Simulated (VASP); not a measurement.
# Ca (P6_3/mmc) in VASP: single point with PBEsol

Aim: the single point of Ca with PBEsol.

Program: VASP 6.6.1. These are calculated values, not measurements. Logs are shortened: lines on timing, memory, paths and dates and some standing lists are left out, and cuts for length are marked.

### 1 The cell of the first run

Symmetry: P6_3/mmc, No. 194, hexagonal system. The conventional cell has a = 3.920 Å, b = 3.920 Å, c = 6.324 Å, α = 90.00°, β = 90.00°, γ = 120.00°. Within 5.1 Å of Ca (site symmetry -6m2) lie 12 Ca at 3.89 to 3.92 Å.

### 2 Single point, PBEsol (strain -0.015 along x and y, -0.030 along z)

The input, INCAR:

```
SYSTEM = Ca
ALGO     = Fast           ! electronic algorithm
EDIFF    = 1E-6           ! SCF threshold, eV
ENCUT    = 520            ! plane-wave cutoff, eV
GGA      = PS             ! functional
ISIF     = 2              ! what is computed and relaxed
ISMEAR   = 0              ! smearing method
LASPH    = .True.         ! aspherical terms in the spheres
LCHARG   = .False.        ! write CHGCAR
LREAL    = .False.        ! projectors in reciprocal space
LWAVE    = .False.        ! write WAVECAR
NBANDS   = 17             ! bands
NELM     = 60             ! most SCF steps
PREC     = Accurate       ! precision mode
SIGMA    = 0.15           ! smearing width, eV
```

The input, KPOINTS:

```
k-points
0
Gamma
  12 12 8
  0 0 0
```

The input, POSCAR:

```
Ca
1.0
    3.9202995278      0.0000000000      0.0000000000
   -1.9601497639      3.3950789815      0.0000000000
    0.0000000000      0.0000000000      6.3244000000
Ca
2
Direct
    0.3333333333      0.6666666667      0.2500000000
    0.6666666667      0.3333333333      0.7500000000
```

Potentials or basis: VASP PAW PBE potentials, release 64 (Ca_sv).

Command:

```bash
$ cat potpaw_PBE.64/Ca_sv/POTCAR > POTCAR
$ mpirun -np 1 vasp_std > vasp.out
```

OUTCAR:

```text
SYSTEM = Ca
   EDIFF = 1E-6
   ENCUT = 520
   GGA = PS
   ISIF = 2
   ISMEAR = 0
   LASPH = .True.
   LREAL = .False.
   NELM = 60
   PREC = Accurate

 ion  position               nearest neighbor table
   1  0.333  0.667  0.250-
   2  0.667  0.333  0.750-

  LATTYP: Found a hexagonal cell.
 ALAT       =     3.9202995278
 C/A-ratio  =     1.6132440787

  Lattice vectors:

 A1 = (   3.9202995278,   0.0000000000,   0.0000000000)
 A2 = (  -1.9601497639,   3.3950789815,   0.0000000000)
 A3 = (   0.0000000000,   0.0000000000,   6.3244000000)

Analysis of symmetry for initial positions (statically):
=====================================================================
 Subroutine PRICEL returns:
 Original cell was already a primitive cell.

 Routine SETGRP: Setting up the symmetry group for a
 hexagonal supercell.

 Subroutine GETGRP returns: Found 24 space group operations
 (whereof 12 operations were pure point group operations)
 out of a pool of 24 trial point group operations.

The static configuration has the point symmetry D_3d.
 The point group associated with its full space group is D_6h.

Analysis of symmetry for dynamics (positions and initial velocities):
=====================================================================
 Subroutine PRICEL returns:
 Original cell was already a primitive cell.

 Routine SETGRP: Setting up the symmetry group for a
 hexagonal supercell.

 Subroutine GETGRP returns: Found 24 space group operations
 (whereof 12 operations were pure point group operations)
 out of a pool of 24 trial point group operations.

The dynamic configuration has the point symmetry D_3d.
 The point group associated with its full space group is D_6h.

 Subroutine INISYM returns: Found 24 space group operations
 (whereof 12 operations are pure point group operations),
 and found     1 'primitive' translations

----------------------------------------------------------------------------------------

                                     Primitive cell

  volume of cell :      84.1760

  direct lattice vectors                    reciprocal lattice vectors
     3.920299528  0.000000000  0.000000000     0.255082550  0.147271979  0.000000000
    -1.960149764  3.395078982  0.000000000     0.000000000  0.294543958  0.000000000
[... 76 lines left out ...]
   PREC   = accura    normal or accurate (medium, high low for compatibility)
   ISTART =      0    job   : 0-new  1-cont  2-samecut
   ICHARG =      2    charge: 1-file 2-atom 10-const
   ISPIN  =      1    spin polarized calculation?
   LNONCOLLINEAR =      F non collinear calculations
   LSORBIT =      F    spin-orbit coupling
   LASPH  =      T    aspherical Exc in radial PAW
   ENCUT  =  520.0 eV  38.22 Ry    6.18 a.u.   7.29  7.29 11.76*2*pi/ulx,y,z
   NELM   =     60;   NELMIN=  2; NELMDL= -5     # of ELM steps
   EDIFF  = 0.1E-05   stopping-criterion for ELM
   LREAL  =      F    real-space projection
   EDIFFG = 0.1E-04   stopping-criterion for IOM
   NSW    =      0    number of steps for IOM
   IBRION =     -1    ionic relax: 0-MD 1-quasi-New 2-CG
   NFREE  =      0    steps in history (QN), initial steepest desc. (CG)
   ISIF   =      2    stress and relaxation
   ISYM   =      2    0-nonsym 1-usesym 2-fastsym
   POTIM  = 0.5000    time-step for ionic-motion
   TEBEG  =    0.0;   TEEND  =   0.0 temperature during run
   PSTRESS=    0.0 pullay stress
   NELECT =      20.0000    total number of electrons
   NUPDOWN=      -1.0000    fix difference up-down
   EMIN   =  10.00;   EMAX   =-10.00  energy-range for DOS
   EFERMI =   0.00;   METHOD = LEGACY
   ISMEAR =     0;   SIGMA  =   0.15  broadening in eV -4-tet -1-fermi 0-gaus
   EFERMI_NEDOS =   21; number of points for ismear=-14 and -15
   IALGO  =     68    algorithm
   IMIX   =      4    mixing-type and parameters
     AMIX     =   0.40;   BMIX     =  1.00
     AMIX_MAG =   1.60;   BMIX_MAG =  1.00
  volume/ion in A,a.u.               =      42.09       284.02
  Fermi-wavevector in a.u.,A,eV,Ry     =   1.013963  1.916112 13.988429  1.028120
  Thomas-Fermi vector in A             =   2.147162
   LORBIT       =      0    0 simple, 1 ext, 2 COOP (PROOUT), +10 PAW based schemes
   GGA     = PS    functional components
   LHFCALC =     F    Hartree Fock is set to
   AEXX    =    0.0000 exact exchange contribution
   IVDW    =     0    specifies the selected vdW correction
   LEPSILON=     F    determine dielectric tensor
   LRPA    =     F    only Hartree local field effects (RPA)
 non-spin polarized calculation
 RMM-DIIS sequential band-by-band and
 Gauss-broadening in eV      SIGMA  =   0.15
  energy-cutoff  :      520.00
  volume of cell :       84.18
 maximum number of plane-waves:      2316
 NGX is ok and might be reduce to    30
   NGX = 15   NGY = 15   NGZ = 23

 number of electron      19.9999995 magnetization

 Free energy of the ion-electron system (eV)
  ---------------------------------------------------
  ext. energy  EPLUGINS =         0.00000000
  ---------------------------------------------------
  free energy    TOTEN  =        -4.26676914 eV

  energy without entropy =       -4.23986333  energy(sigma->0) =       -4.25331624

 E-fermi :   1.9573     XC(G=0):  -7.8179

 val. band max:        1.9545958391   @ k =   0.2500   0.0833   0.0000
 cond. band min:       1.9806281197   @ k =   0.2500   0.0833   0.0000
 fundamental gap:      0.0260322806
 Fermi energy:         1.9573388326

 k-point     1 :       0.0000    0.0000    0.0000
  band No.  band energies     occupation
      1     -39.9219      2.00000
      2     -39.9070      2.00000
      3     -21.0561      2.00000
      4     -20.9375      2.00000
      5     -20.9375      2.00000
      6     -20.9163      2.00000
[... 457 lines left out ...]
      4     -21.0026      2.00000
      5     -20.9948      2.00000
      6     -20.9603      2.00000
[... 9 lines left out ...]
     16       5.2786      0.00000
     17       5.4374      0.00000

 [... further k-points ...]
[... 5 lines left out ...]
  --------------------------------------------------------------------------------------
  -------------------------------------------------------------------------------------
  Total       -0.3722412     -0.3722412     -0.0671439      0.0000000     -0.0000000      0.0000000
  in kB       -7.0851100     -7.0851100     -1.2779945      0.0000000     -0.0000000      0.0000000
  external PRESSURE =      -5.1494048 kB  Pullay stress =       0.0000000 kB

 VOLUME and BASIS-vectors are now :
 -----------------------------------------------------------------------------
  energy-cutoff  :      520.00
  volume of cell :       84.18
      direct lattice vectors                 reciprocal lattice vectors
     3.920299528  0.000000000  0.000000000     0.255082550  0.147271979  0.000000000
    -1.960149764  3.395078982  0.000000000     0.000000000  0.294543958  0.000000000
     0.000000000  0.000000000  6.324400000     0.000000000  0.000000000  0.158117766

 POSITION                                       TOTAL-FORCE (eV/Angst)
 -----------------------------------------------------------------------------------
     -0.00000      2.26339      1.58110        -0.000000      0.000000      0.000000
      1.96015      1.13169      4.74330         0.000000     -0.000000      0.000000
 -----------------------------------------------------------------------------------
    total drift:                                0.000000     -0.000000      0.000000

  FREE ENERGIE OF THE ION-ELECTRON SYSTEM (eV)
  ---------------------------------------------------
  free  energy   TOTEN  =        -4.2667691416 eV

  energy  without entropy=       -4.2398633328  energy(sigma->0) =       -4.25331624
```

OSZICAR:

```text
N       E                     dE             d eps       ncg     rms          rms(c)
DAV:   1     0.168635478092E+03    0.16864E+03   -0.10116E+04  3238   0.106E+03
DAV:   2     0.478451769280E+01   -0.16385E+03   -0.16202E+03  3635   0.312E+02
DAV:   3    -0.396263461250E+01   -0.87472E+01   -0.86989E+01  6232   0.531E+01
DAV:   4    -0.426894330517E+01   -0.30631E+00   -0.30547E+00  4132   0.104E+01
DAV:   5    -0.428419679509E+01   -0.15253E-01   -0.15247E-01  5424   0.148E+00    0.318E+00
RMM:   6    -0.427191981823E+01    0.12277E-01   -0.14145E-02  3429   0.131E+00    0.196E+00
RMM:   7    -0.426638193039E+01    0.55379E-02   -0.40919E-02  3614   0.242E+00    0.137E-01
RMM:   8    -0.426645185358E+01   -0.69923E-04   -0.96367E-03  4150   0.889E-01    0.376E-02
RMM:   9    -0.426668244716E+01   -0.23059E-03   -0.32026E-03  4940   0.428E-01    0.544E-02
RMM:  10    -0.426674717390E+01   -0.64727E-04   -0.46147E-04  4979   0.166E-01    0.877E-02
RMM:  11    -0.426675317352E+01   -0.59996E-05   -0.34712E-04  4999   0.145E-01    0.203E-02
RMM:  12    -0.426676374459E+01   -0.10571E-04   -0.11487E-04  5089   0.646E-02    0.193E-02
RMM:  13    -0.426676723327E+01   -0.34887E-05   -0.36254E-05  4710   0.291E-02    0.196E-02
RMM:  14    -0.426676948228E+01   -0.22490E-05   -0.11341E-05  4389   0.273E-02    0.292E-03
RMM:  15    -0.426676914162E+01    0.34065E-06   -0.60284E-06  3613   0.771E-03
   1 F= -.42667691E+01 E0= -.42533162E+01  d E =-.269058E-01
```

stdout:

```text
POSCAR found type information on POSCAR Ca
 POSCAR found :  1 types and       2 ions
 scaLAPACK will be used
 -----------------------------------------------------------------------------
|                                                                             |
|                                                                             |
|     You enforced a specific xc type in the INCAR file but a different       |
|     I HOPE YOU KNOW WHAT YOU ARE DOING!                                     |
|                                                                             |
 -----------------------------------------------------------------------------

 LDA part: xc-table for (Slater+PW92), standard interpolation
 POSCAR, INCAR and KPOINTS ok, starting setup
 FFT: planning ... GRIDC
 FFT: planning ... GRID_SOFT
 FFT: planning ... GRID
 WAVECAR not read
 entering main loop
```

Run time: 3 min. Hardware: 1 thread of AMD EPYC 7R13 (Zen 3), shared host; peak memory 0.24 GiB.

What came out:

| Item | Value |
| --- | --- |
| Free energy | -4.2668 eV |
| Pressure | -0.5 GPa |
| Band gap on the k mesh | zero (band 10 reaches 2.19 eV, above the bottom of band 11 at 1.72 eV) |

Stress tensor (GPa, compression positive):
```
-0.71  0.00  0.00
 0.00 -0.71  0.00
 0.00  0.00 -0.13
```

Caveat: the cell differs from its parent crystal (strain -0.015 along x and y, -0.030 along z); the PAW data sets were made with another functional, which shifts forces and pressure a little.
